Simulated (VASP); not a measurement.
The system is BaF2.

```xyz
3
Lattice="0.0000 3.0972 3.0972 3.0972 0.0000 3.0972 3.0972 3.0972 0.0000" Properties=species:S:1:pos:R:3 pbc="T T T"
Ba    0.0000    0.0000    0.0000
F     1.5486    1.5486    1.5486
F     4.6457    4.6457    4.6457
```

Base run:

| Item | Value |
| --- | --- |
| Program | VASP 6.6.1 |
| Functional | PBEsol |
| Potentials or basis | VASP PAW PBE potentials, release 64 (Ba_sv, F) |
| Cutoff | 600 eV |
| k mesh | 6 × 6 × 6, shifted |
| Occupations | gaussian, width 0.01 eV |
| Spin | no spin polarisation |

Its results: band gap on the k mesh 6.81 eV (least direct gap 6.90 eV); pressure -0.5 GPa.

Q: The run is repeated on the same cell with these changes: k mesh from 6 × 6 × 6, shifted to 6 × 6 × 6, through Γ. What comes out?

A: Band gap on the k mesh 6.65 eV (least direct gap 6.72 eV); pressure -0.5 GPa.

Caveats: the PAW data sets were made with another functional, which shifts forces and pressure a little; spin-orbit coupling is left out, which moves the levels of the heavy elements; a shifted mesh leaves out Γ, where band edges can lie (at least some runs).

A k mesh can miss the band edges.
